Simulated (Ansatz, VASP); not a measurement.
One calculation of SrTl, two programs

Contents of INCAR:

```
  ALGO = Normal
  EDIFF = 1E-8
  ENCUT = 520
  ISIF = 2
  ISMEAR = -1
  LASPH = T
  LCHARG = F
  LEFG = T
  LREAL = F
  LWAVE = F
  NBANDS = 18
  NELM = 100
  PREC = Accurate
  SIGMA = 0.05
```

KPOINTS

```
k-points
0
Gamma
  8 8 8
```

POSCAR

```
SrTl
1.0
    4.0320000000     -0.0201600000     -0.0201600000
   -0.0201600000      4.0320000000     -0.0201600000
   -0.0201600000     -0.0201600000      4.0320000000
Sr Tl
1 1
Direct
    0.0000000000      0.0000000000      0.0000000000
    0.5000000000      0.5000000000      0.5000000000
```

Input for Ansatz:

```yaml
crystal:
  lattice:
    - [4.032, -0.02016, -0.02016]
    - [-0.02016, 4.032, -0.02016]
    - [-0.02016, -0.02016, 4.032]
  atoms:
    - { symbol: Sr, position: [0.0, 0.0, 0.0] }
    - { symbol: Tl, position: [0.5, 0.5, 0.5] }
kpoints:
  mp_grid: { grid: [8, 8, 8] }
scf:
  occupations: { method: fermi_dirac, width: 0.05 }
hamiltonian:
  xc: lda
  pseudopotentials: { kind: all_electron, datasets: crystal }
output:
  forces: true
  stress: true
  eigenvalues: true
  efg: { contact_densities: true }
```

Change from the starting cell: equal xy, yz and zx shear strains of -1 %, crystal datasets.

Alike in both runs: task electric field gradients; functional LDA; k mesh 8 × 8 × 8; occupations fermi-dirac, width 0.05 eV; no spin polarisation.

```csv
,VASP,Ansatz
version,VASP 6.6.1,Ansatz 0.2.0
potentials or method,"VASP PAW LDA potentials, release 64 (Sr_sv, Tl_d), cutoff 520 eV","all-electron PAW with datasets made for the crystal, scalar-relativistic"
```

Ansatz gave:

- pressure (GPa): -1.8
- traceless stress, the component that is largest in VASP (GPa): 0.21
- size of Vzz on the site where it differs most (V/Å²): 0.4

**Question.** What did VASP give for the same quantities?

**Answer.** Pressure (GPa): -1.8; traceless stress, the component that is largest in VASP (GPa): 0.22; size of Vzz on the site where it differs most (V/Å²): 3.2.

LDA's correlation is that of Perdew and Zunger in VASP and of Perdew and Wang (1992) in Ansatz. Ansatz ran all-electron here, and VASP with PAW potentials.

Neither program's run includes spin-orbit coupling.
